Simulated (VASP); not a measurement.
Write the native input for VASP 6.6.1 that does the following.

```
Task                   : single point
Functional             : PBE
Potentials or basis    : VASP PAW PBE potentials, release 64 (Eu, Os)
Cutoff                 : 520 eV
k mesh                 : 10 × 10 × 10
Occupations            : gaussian, width 0.05 eV
Spin                   : collinear spin, ferromagnetic start
Starting moments       : [7.01, 0.0] μB
Dipole correction      : no
Further INCAR settings : ALGO = Fast; EDIFF = 1e-06; NBANDS = 24
```

The structure of EuOs lies in POSCAR:

```
EuOs
1.0
    3.4328981011      0.0000000000      0.0000000000
    0.0000000000      3.4328981011      0.0000000000
    0.0000000000      0.0000000000      3.4328981011
Eu Os
1 1
Direct
    0.0000000000      0.0000000000      0.0000000000
    0.5000000000      0.5000000000      0.5000000000
```

The input as run:

INCAR

```
SYSTEM = EuOs
ALGO = Fast
EDIFF = 1E-6
ENCUT = 520
GGA = PE
ISIF = 2
ISMEAR = 0
ISPIN = 2
LASPH = .True.
LCHARG = .True.
LELF = .True.
LMAXMIX = 6
LORBIT = 11
LREAL = .False.
LVHAR = .True.
LWAVE = .False.
MAGMOM = 7.01 0
NBANDS = 24
NELM = 150
PREC = Accurate
SIGMA = 0.05
```

KPOINTS

```
k-points
0
Gamma
  10 10 10
  0 0 0
```

Potentials or basis: VASP PAW PBE potentials, release 64 (Eu, Os).

The run is started by

```console
$ cat potpaw_PBE.64/Eu/POTCAR potpaw_PBE.64/Os/POTCAR > POTCAR
$ mpirun -np 1 vasp_std > vasp.out
```

It gave:

```yaml
Pressure: 2.4 GPa
Net_moment: 5.83 μB per cell
Site_moments: Eu +6.26; Os -0.69 μB
Valence_electrons_inside_the_program's_atomic_spheres: Eu 14.85; Os 7.03
```

Wall time 4.1 min on 1 thread of Intel(R) Xeon(R) Platinum 8488C (Sapphire Rapids) (shared host), peak memory 0.26 GiB.
